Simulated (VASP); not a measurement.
# ZrB2W3 (Cmmm) in VASP: notebook, part 2 of 2

VASP 6.6.1. The steps go on from the part before.

### Step 3. Single point, PBE

This run uses another cell than the first one, of 14.31 Å³/atom.

Contents of INCAR:

```
SYSTEM = ZrB2W3
PREC = Accurate ; ENCUT = 520
EDIFF = 1E-6 ; ISMEAR = 0
SIGMA = 0.1 ; LREAL = .False.
LASPH = .True. ; NELM = 60
ALGO = Normal ; ISIF = 2
LWAVE = .False. ; LCHARG = .False.
GGA = PE ; NBANDS = 39
```

Contents of KPOINTS:

```
regular mesh
0
Gamma
  4 4 6
  0 0 0
```

Contents of POSCAR:

```
ZrB2W3
1.0
    3.0209854252     -4.6202849244      0.0000000000
    3.0209854252      4.6202849244      0.0000000000
    0.0000000000      0.0000000000      3.0766555387
Zr B W
1 2 3
Direct
    0.5000000000      0.5000000000      0.0000000000
    0.2382528021      0.7617471979      0.0000000000
    0.7617471979      0.2382528021      0.0000000000
    0.0000000000      0.0000000000      0.0000000000
    0.5000000000      0.0000000000      0.5000000000
    0.0000000000      0.5000000000      0.5000000000
```

Potentials or basis: VASP PAW PBE potentials, release 64 (Zr_sv, B, W_sv).

Started as:

```bash
$ cat potpaw_PBE.64/Zr_sv/POTCAR potpaw_PBE.64/B/POTCAR potpaw_PBE.64/W_sv/POTCAR > POTCAR
$ mpirun -np 1 vasp_std > vasp.out
```

OUTCAR:

```text
SYSTEM = ZrB2W3
   PREC = Accurate
   ENCUT = 520
   EDIFF = 1E-6
   ISMEAR = 0
   LREAL = .False.
   LASPH = .True.
   NELM = 60
   ISIF = 2
   GGA = PE

 ion  position               nearest neighbor table
   1  0.500  0.500  0.000-   2 2.42   3 2.42   4 3.02   4 3.02   6 3.16   5 3.16   6 3.16   5 3.16
                             5 3.16   6 3.16   6 3.16   5 3.16
   2  0.238  0.762  0.000-   5 2.16   6 2.16   5 2.16   6 2.16   4 2.20   1 2.42
   3  0.762  0.238  0.000-   5 2.16   6 2.16   5 2.16   6 2.16   4 2.20   1 2.42
   4  0.000  0.000  0.000-   2 2.20   3 2.20   1 3.02   1 3.02   6 3.16   5 3.16   6 3.16   6 3.16
                             6 3.16   5 3.16   5 3.16   5 3.16
   5  0.500  0.000  0.500-   2 2.16   3 2.16   2 2.16   3 2.16   6 3.02   6 3.02   4 3.16   1 3.16
                             4 3.16   1 3.16   1 3.16   4 3.16   4 3.16   1 3.16
   6  0.000  0.500  0.500-   2 2.16   3 2.16   2 2.16   3 2.16   5 3.02   5 3.02   4 3.16   1 3.16
                             4 3.16   4 3.16   4 3.16   1 3.16   1 3.16   1 3.16

  LATTYP: Found a base centered orthorhombic cell.
 ALAT       =     6.0419708504
 B/A-ratio  =     1.5293966286
 C/A-ratio  =     0.5092138997

  Lattice vectors:

[... 192 lines left out ...]
 Fermi energy:         9.5462832989

 k-point     1 :       0.0000    0.0000    0.0000
  band No.  band energies     occupation
      1     -64.5089      2.00000
      2     -64.4575      2.00000
      3     -64.4434      2.00000
      4     -38.8717      2.00000
      5     -29.0746      2.00000
      6     -28.7659      2.00000
[... 997 lines left out ...]
     38      13.7309      0.00000
     39      14.2188      0.00000

 [... further k-points ...]

------------------------ aborting loop because EDIFF is reached ----------------------------------------

  FORCE on cell =-STRESS in cart. coord.  units (eV):
  Direction    XX          YY          ZZ          XY          YZ          ZX
  --------------------------------------------------------------------------------------
  -------------------------------------------------------------------------------------
  Total        0.2229368      0.1832716      0.2902408      0.0000000      0.0000000      0.0000000
  in kB        4.1587812      3.4188457      5.4143056      0.0000000      0.0000000      0.0000000
  external PRESSURE =       4.3306442 kB  Pullay stress =       0.0000000 kB

 VOLUME and BASIS-vectors are now :
 -----------------------------------------------------------------------------
  energy-cutoff  :      520.00
  volume of cell :       85.89
      direct lattice vectors                 reciprocal lattice vectors
     3.020985425 -4.620284924  0.000000000     0.165508908 -0.108218434  0.000000000
     3.020985425  4.620284924  0.000000000     0.165508908  0.108218434  0.000000000
     0.000000000  0.000000000  3.076655539     0.000000000  0.000000000  0.325028261

 POSITION                                       TOTAL-FORCE (eV/Angst)
 -----------------------------------------------------------------------------------
      3.02099      0.00000      0.00000        -0.000000     -0.000000     -0.000000
      3.02099      2.41869      0.00000         0.000000      0.002689      0.000000
      3.02099     -2.41869      0.00000         0.000000     -0.002689     -0.000000
      0.00000      0.00000      0.00000        -0.000000     -0.000000     -0.000000
      1.51049     -2.31014      1.53833         0.000000      0.000000     -0.000000
      1.51049      2.31014      1.53833         0.000000     -0.000000     -0.000000
 -----------------------------------------------------------------------------------
    total drift:                               -0.000000     -0.000000      0.000000

  FREE ENERGIE OF THE ION-ELECTRON SYSTEM (eV)
  ---------------------------------------------------
  free  energy   TOTEN  =       -60.9236777624 eV

  energy  without entropy=      -60.9076105908  energy(sigma->0) =      -60.91564418
```

OSZICAR:

```text
N       E                     dE             d eps       ncg     rms          rms(c)
DAV:   1     0.701545927458E+03    0.70155E+03   -0.32583E+04  2192   0.169E+03
DAV:   2    -0.228090040018E+02   -0.72435E+03   -0.70466E+03  2291   0.529E+02
DAV:   3    -0.672854552102E+02   -0.44476E+02   -0.42729E+02  3170   0.121E+02
DAV:   4    -0.692439684282E+02   -0.19585E+01   -0.19396E+01  3002   0.185E+01
DAV:   5    -0.693099772952E+02   -0.66009E-01   -0.65986E-01  2974   0.269E+00    0.457E+01
DAV:   6    -0.612868946509E+02    0.80231E+01   -0.42441E+01  2673   0.284E+01    0.127E+01
DAV:   7    -0.615561306460E+02   -0.26924E+00   -0.94961E+00  2971   0.125E+01    0.655E+00
DAV:   8    -0.609456285676E+02    0.61050E+00   -0.25785E+00  2628   0.620E+00    0.329E+00
DAV:   9    -0.609271198606E+02    0.18509E-01   -0.18919E-01  2634   0.211E+00    0.892E-01
DAV:  10    -0.609237887340E+02    0.33311E-02   -0.20902E-02  2746   0.109E+00    0.339E-01
DAV:  11    -0.609237060618E+02    0.82672E-04   -0.40925E-03  3002   0.299E-01    0.173E-01
DAV:  12    -0.609236897849E+02    0.16277E-04   -0.63255E-04  3011   0.142E-01    0.626E-02
DAV:  13    -0.609236818363E+02    0.79486E-05   -0.19249E-04  3085   0.597E-02    0.954E-03
DAV:  14    -0.609236783443E+02    0.34920E-05   -0.88792E-06  2507   0.184E-02    0.388E-03
DAV:  15    -0.609236777624E+02    0.58192E-06   -0.15751E-06  1962   0.604E-03
   1 F= -.60923678E+02 E0= -.60915644E+02  d E =-.160672E-01
```

It took 2.2 min on 1 thread of Intel Xeon 8259CL, shared host; peak memory 0.25 GiB.

What came out:

```yaml
Free_energy: -60.9237 eV
Pressure: 0.4 GPa
Band_gap_on_the_k_mesh: zero (bands 30 and 31 overlap by 0.77 eV)
```

Forces on the atoms (eV/Å):
```
Zr   0.000  0.000  0.000
B    0.000  0.003  0.000
B    0.000 -0.003  0.000
W    0.000  0.000  0.000
W    0.000  0.000  0.000
W    0.000  0.000  0.000
```

Stress tensor (GPa, compression positive):
```
0.42 0.00 0.00
0.00 0.34 0.00
0.00 0.00 0.54
```

Caveat: spin-orbit coupling is left out, which moves the levels of the heavy elements.

### Step 4. Relaxation of cell and atoms, PBE

Contents of INCAR:

```
  PREC = Accurate
  ENCUT = 600
  EDIFF = 1E-6
  ISMEAR = 0
  SIGMA = 0.1
  LREAL = F
  LASPH = T
  NELM = 80
  ALGO = Normal
  ISIF = 3
  LWAVE = F
  LCHARG = F
  GGA = PE
  IBRION = 2
  NSW = 90
  EDIFFG = -0.04
```

Contents of KPOINTS:

```
Automatic mesh
0
Gamma
  4 4 6
```

Contents of POSCAR:

```
ZrB2W3
1.0
    2.8705923900     -4.3774334400      0.0000000000
    2.8705923900      4.3774334400      0.0000000000
    0.0000000000      0.0000000000      2.8573785400
Zr B W
1 2 3
Direct
    0.5000000000      0.5000000000      0.0000000000
    0.2156325000      0.7843675000      0.0000000000
    0.7843675000      0.2156325000      0.0000000000
    0.0000000000      0.0000000000      0.0000000000
    0.5000000000      0.0000000000      0.5000000000
    0.0000000000      0.5000000000      0.5000000000
```

Potentials or basis: VASP PAW PBE potentials, release 64 (Zr_sv, B, W_sv).

Started as:

```bash
$ cat potpaw_PBE.64/Zr_sv/POTCAR potpaw_PBE.64/B/POTCAR potpaw_PBE.64/W_sv/POTCAR > POTCAR
$ mpirun -np 1 vasp_std > vasp.out
```

OUTCAR:

```text
PREC = Accurate
   ENCUT = 600
   EDIFF = 1E-6
   ISMEAR = 0
   LREAL = F
   LASPH = T
   NELM = 80
   ISIF = 3
   GGA = PE
   IBRION = 2
   NSW = 90
   EDIFFG = -0.04

 ion  position               nearest neighbor table
   1  0.500  0.500  0.000-   2 2.49   3 2.49   4 2.87   4 2.87   6 2.98   5 2.98   6 2.98   5 2.98
                             5 2.98   6 2.98   6 2.98   5 2.98
   2  0.216  0.784  0.000-   4 1.89   5 2.05   6 2.05   5 2.05   6 2.05   1 2.49
   3  0.784  0.216  0.000-   4 1.89   5 2.05   6 2.05   5 2.05   6 2.05   1 2.49
   4  0.000  0.000  0.000-   2 1.89   3 1.89   1 2.87   1 2.87   6 2.98   5 2.98   6 2.98   6 2.98
                             6 2.98   5 2.98   5 2.98   5 2.98
   5  0.500  0.000  0.500-   2 2.05   3 2.05   2 2.05   3 2.05   6 2.87   6 2.87   4 2.98   1 2.98
                             4 2.98   1 2.98   1 2.98   4 2.98   4 2.98   1 2.98
   6  0.000  0.500  0.500-   2 2.05   3 2.05   2 2.05   3 2.05   5 2.87   5 2.87   4 2.98   1 2.98
[... 1262 lines left out ...]
--------------------------------------- Ionic step        9  -------------------------------------------

 number of electron      59.9999998 magnetization

------------------------ aborting loop because EDIFF is reached ----------------------------------------
[... 75 lines left out ...]
--------------------------------------- Ionic step       11  -------------------------------------------

 number of electron      59.9999997 magnetization

 Free energy of the ion-electron system (eV)
  ---------------------------------------------------
  ext. energy  EPLUGINS =         0.00000000
  ---------------------------------------------------
  free energy    TOTEN  =       -60.91849941 eV

  energy without entropy =      -60.90218176  energy(sigma->0) =      -60.91034058

 E-fermi :   9.5350     XC(G=0): -12.5908

 val. band max:        9.5113991717   @ k =   0.5000   0.0000   0.1667
 cond. band min:       9.5462328324   @ k =   0.2500   0.0000   0.3333
 fundamental gap:      0.0348336607
 Fermi energy:         9.5350140876

 k-point     1 :       0.0000    0.0000    0.0000
  band No.  band energies     occupation
      1     -64.5220      2.00000
      2     -64.4721      2.00000
      3     -64.4580      2.00000
      4     -38.8826      2.00000
      5     -29.0871      2.00000
      6     -28.7781      2.00000
[... 960 lines left out ...]
  FREE ENERGIE OF THE ION-ELECTRON SYSTEM (eV)
  ---------------------------------------------------
  free  energy   TOTEN  =       -60.9184994069 eV

  energy  without entropy=      -60.9021817559  energy(sigma->0) =      -60.91034058

 reached required accuracy - stopping structural energy minimisation
```

OSZICAR:

```text
N       E                     dE             d eps       ncg     rms          rms(c)
DAV:   1     0.772898152337E+03    0.77290E+03   -0.36170E+04  2016   0.209E+03
DAV:   2    -0.906160997281E+01   -0.78196E+03   -0.76673E+03  2084   0.624E+02
DAV:   3    -0.637854201760E+02   -0.54724E+02   -0.52983E+02  2936   0.144E+02
[... 129 lines left out ...]
DAV:   3    -0.609185201507E+02    0.73559E-04   -0.26825E-04  2496   0.122E-01    0.252E-02
DAV:   4    -0.609185027123E+02    0.17438E-04   -0.91117E-05  2772   0.798E-02    0.204E-02
DAV:   5    -0.609185008321E+02    0.18802E-05   -0.20360E-05  2476   0.301E-02    0.136E-02
DAV:   6    -0.609184996778E+02    0.11543E-05   -0.32052E-06  1736   0.109E-02    0.287E-03
DAV:   7    -0.609184994069E+02    0.27094E-06   -0.54072E-07  1156   0.502E-03
  11 F= -.60918499E+02 E0= -.60910341E+02  d E =-.118704E-02
```

It took 17 min on 1 thread of Intel Xeon 8259CL, shared host; peak memory 0.27 GiB.

What came out:

- Free energy: -60.9185 eV
- Relaxed volume: 14.33 Å³/atom
- Relaxed cell: a = 5.519 Å, b = 5.519 Å, c = 3.080 Å, α = 90.00°, β = 90.00°, γ = 113.65°
- Space group after relaxing (to 0.1 Å): Cmmm (No. 65)
- Pressure after relaxing: 0.2 GPa
- Largest force after relaxing: 0.033 eV/Å
- Band gap on the k mesh: zero (bands 30 and 31 overlap by 0.78 eV)

Forces in eV/Å, atoms in the order of the input:
```
Zr   0.000  0.000  0.000
B    0.000  0.033  0.000
B    0.000 -0.033  0.000
W    0.000  0.000  0.000
W    0.000  0.000  0.000
W    0.000  0.000  0.000
```

Final structure:
```xyz
6
Lattice="3.0204 -4.6197 0.0000 3.0204 4.6197 0.0000 0.0000 0.0000 3.0805" Properties=species:S:1:pos:R:3 pbc="T T T"
Zr    3.0204    0.0000    0.0000
B     3.0204    2.4161    0.0000
B     3.0204   -2.4161    0.0000
W     0.0000    0.0000    0.0000
W     1.5102   -2.3099    1.5402
W     1.5102    2.3099    1.5402
```

Caveat: the k points lie up to 0.34 Å⁻¹ apart in the final cell, too coarse for converged energies and pressures of a metal; the volume moved by over 15 % at a fixed basis, so the end points are rough; spin-orbit coupling is left out, which moves the levels of the heavy elements.

### Step 5. Single point, PBE

This run uses another cell than the first one, of 14.33 Å³/atom.

Contents of INCAR:

```
PREC     = Accurate       # precision mode
ENCUT    = 520            # plane-wave cutoff, eV
EDIFF    = 1E-6           # SCF threshold, eV
ISMEAR   = 0              # smearing method
SIGMA    = 0.1            # smearing width, eV
LREAL    = False          # projectors in reciprocal space
LASPH    = True           # aspherical terms in the spheres
NELM     = 60             # most SCF steps
ALGO     = Fast           # electronic algorithm
ISIF     = 2              # what is computed and relaxed
LWAVE    = False          # write WAVECAR
LCHARG   = False          # write CHGCAR
GGA      = PE             # functional
NBANDS   = 39             # bands
```

Contents of KPOINTS:

```
regular mesh
0
Gamma
  8 8 12
```

Contents of POSCAR:

```
ZrB2W3
1.0
    3.0268435325     -4.6253639471      0.0000000000
    3.0268435325      4.6253639471      0.0000000000
    0.0000000000      0.0000000000      3.0711098825
Zr B W
1 2 3
Direct
    0.5000000000      0.5000000000      0.0000000000
    0.2382563169      0.7617436831      0.0000000000
    0.7617436831      0.2382563169      0.0000000000
    0.0000000000      0.0000000000      0.0000000000
    0.5000000000      0.0000000000      0.5000000000
    0.0000000000      0.5000000000      0.5000000000
```

Started as:

```bash
$ cat potpaw_PBE.64/Zr_sv/POTCAR potpaw_PBE.64/B/POTCAR potpaw_PBE.64/W_sv/POTCAR > POTCAR
$ mpirun -np 1 vasp_std > vasp.out
```

Wall time 13 min (1 thread of Intel Xeon 8259CL, shared host); peak memory 0.52 GiB.

It converged, with:

| Property | Result |
| --- | --- |
| Free energy | -60.9032 eV |
| Pressure | 0.2 GPa |
| Largest force | 0.010 eV/Å |
| Band gap on the k mesh | zero (bands 30 and 31 overlap by 1.36 eV) |

Forces on the atoms (eV/Å):
```
Zr   0.000  0.000  0.000
B    0.000 -0.010  0.000
B    0.000  0.010  0.000
W    0.000  0.000  0.000
W    0.000  0.000  0.000
W    0.000  0.000  0.000
```

Levels at points of the mesh, in eV from the Fermi level:
```tsv
k point	band 26	band 27	band 28	band 29	band 30	band 31	band 32	band 33	band 34	band 35
(0.00, 0.00, 0.00)	-1.73	-0.76	-0.47	-0.21	-0.16	0.21	1.07	1.19	1.86	2.22
(0.50, 0.00, 0.00)	-2.65	-1.55	-1.16	-0.69	-0.20	0.22	0.52	0.78	1.43	1.44
(0.50, 0.50, 0.00)	-2.01	-1.81	-1.12	-0.89	-0.25	0.58	0.77	0.92	1.09	1.20
(0.00, 0.00, 0.50)	-2.22	-1.95	-1.86	-1.79	-1.61	0.50	1.49	1.74	2.12	3.07
(0.50, 0.00, 0.50)	-2.22	-2.11	-2.02	-0.66	0.27	0.58	0.93	1.28	2.43	2.85
(0.50, 0.50, 0.50)	-1.81	-1.78	-1.72	0.15	0.32	0.94	2.46	2.83	2.90	2.97
```

Caveat: spin-orbit coupling is left out, which moves the levels of the heavy elements.

### Step 6. The runs side by side

| task | cell | k mesh | cutoff (eV) | gap on the mesh (eV) | pressure (GPa) | largest force (eV/Å) |
| --- | --- | --- | --- | --- | --- | --- |
| single point | a = 5.235, b = 5.235, c = 2.857 Å, angles 90.0, 90.0, 113.5°, 6 atoms, atomic positions A | 4 × 4 × 6 | 520 | none | 66.0 | 4.58 |
| single point | a = 5.520, b = 5.520, c = 3.077 Å, angles 90.0, 90.0, 113.6°, 6 atoms, atomic positions B | 4 × 4 × 6 | 520 | none | 0.4 | - |
| relaxation of cell and atoms | relaxed from a = 5.235, b = 5.235, c = 2.857 Å, angles 90.0, 90.0, 113.5°, 6 atoms, atomic positions A | 4 × 4 × 6 | 600 | none | 0.2 | 0.03 |
| single point | a = 5.528, b = 5.528, c = 3.071 Å, angles 90.0, 90.0, 113.6°, 6 atoms, atomic positions B | 8 × 8 × 12 | 520 | none | 0.2 | 0.01 |

Alike in all rows: level PBE; potentials or basis VASP PAW PBE potentials, release 64 (Zr_sv, B, W_sv); no spin polarisation; smearing gaussian 0.1 eV.

Caveats: some runs use coarse meshes; spin-orbit coupling is left out, which moves the levels of the heavy elements; forces of over 1 eV/Å act on the atoms, so gaps and moduli don't describe the material at rest (at least some runs); the volume moved by over 15 % at a fixed basis, so the end points are rough (at least some runs).

Absolute energies hang on the potentials; compare differences alone.

The gap in the log of VASP goes by the Fermi energy; the results here count the filled bands.